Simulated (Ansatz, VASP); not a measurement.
# One calculation of TaN, two programs

File INCAR:

```
ALGO     = Normal         # electronic algorithm
EDIFF    = 1E-6           # SCF threshold, eV
ENCUT    = 520            # plane-wave cutoff, eV
GGA      = PS             # functional
ISIF     = 2              # what is computed and relaxed
ISMEAR   = 0              # smearing method
LASPH    = T              # aspherical terms in the spheres
LCHARG   = F              # write CHGCAR
LREAL    = F              # projectors in reciprocal space
LWAVE    = F              # write WAVECAR
NBANDS   = 15             # bands
NELM     = 80             # most SCF steps
PREC     = Accurate       # precision mode
SIGMA    = 0.15           # smearing width, eV
```

KPOINTS

```
k-points
0
Gamma
  18 18 16
```

POSCAR

```
TaN
1.0
    2.9971000000      0.0000000000      0.0000000000
   -1.4985500000      2.5955647377      0.0000000000
    0.0000000000      0.0000000000      2.7631000000
Ta N
1 1
Direct
    0.3333333333      0.6666666667      0.5000000000
    0.0000000000      0.0000000000      0.0000000000
```

Input for Ansatz:

```yaml
crystal:
  lattice:
    - [2.9971, 0.0, 0.0]
    - [-1.49855, 2.5955647377, 0.0]
    - [0.0, 0.0, 2.7631]
  atoms:
    - { symbol: Ta, position: [0.3333333333, 0.6666666667, 0.5] }
    - { symbol: "N", position: [0.0, 0.0, 0.0] }
basis:
  ecutwfc: 520.0
kpoints:
  mp_grid: { grid: [18, 18, 16] }
hamiltonian:
  xc: pbesol
scf:
  occupations: { method: gaussian, width: 0.15 }
output:
  forces: true
  stress: true
  eigenvalues: true
  write_density: true
  write_potential: true
  elf: true
  volumetric_format: npy
```

Alike in both runs: task single point; functional PBEsol; k mesh 18 × 18 × 16; occupations gaussian, width 0.15 eV; no spin polarisation.

|  | VASP | Ansatz |
| --- | --- | --- |
| version | VASP 6.6.1 | Ansatz 0.2.0 |
| potentials or method | VASP PAW PBE potentials, release 64 (Ta_pv, N), cutoff 520 eV | scalar-relativistic, plane waves, PAW |
| valence electrons in the cell | 16 | 18 |

Ansatz gave:

| Item | Value |
| --- | --- |
| gap on the k mesh at the Fermi level (eV) | none |
| pressure (GPa) | -1.3 |
| traceless stress, the component that is largest in VASP (GPa) | 27.36 |

Task: What did VASP give for the same quantities?

Result: gap on the k mesh at the Fermi level (eV): none; pressure (GPa): -0.5; traceless stress, the component that is largest in VASP (GPa): 27.53.

VASP's potentials were made for PBE, not for PBEsol. A gap of «none» marks a metal or a gap that the smearing closes. VASP's potentials hold 16 valence electrons a cell and Ansatz's 18, so a difference there can come from the potentials and not from the codes.

Spin-orbit coupling is off throughout.
